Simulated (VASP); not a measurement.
ZnSe, 2 atoms in the cell. It takes space group I-4m2 (No. 119, tetragonal). The conventional cell has a = 4.063 Å, b = 4.063 Å, c = 5.515 Å, α = 90.00°, β = 90.00°, γ = 90.00°. Within 3.2 Å of Zn (site symmetry -4m2) lie 4 Se at 2.46 Å. Se (site symmetry -4m2) has 4 Zn at 2.46 Å within 3.2 Å.  This cell differs from its parent crystal: ratio of the length along z to the lengths across it x 0.96, volume and fractional coordinates fixed.

- Program: VASP 6.6.1
- Task: single point
- Functional: r2SCAN
- Potentials or basis: VASP PAW PBE potentials, release 64 (Zn, Se)
- Cutoff: 520 eV
- k mesh: 10 × 10 × 10
- Occupations: gaussian, width 0.05 eV
- Spin: no spin polarisation
- Dipole correction: no
- Further INCAR settings: ALGO = Normal; EDIFF = 1e-07; NBANDS = 16

Potentials or basis: VASP PAW PBE potentials, release 64 (Zn, Se).

Command:

```bash
$ cat potpaw_PBE.64/Zn/POTCAR potpaw_PBE.64/Se/POTCAR > POTCAR
$ cp INCAR.step1 INCAR
$ mpirun -np 1 vasp_std > vasp.out
$ cp INCAR.step2 INCAR
$ mpirun -np 1 vasp_std > vasp.out
```

Hardware: 1 thread of Intel(R) Xeon(R) 6975P-C (Granite Rapids), on a shared host.

**Question.** How long does it take, and how much memory?

**Answer.** It took 3.1 min on 1 thread of Intel(R) Xeon(R) 6975P-C (Granite Rapids), with other jobs on the host, peak memory 0.23 GiB. Counts: k points 102.
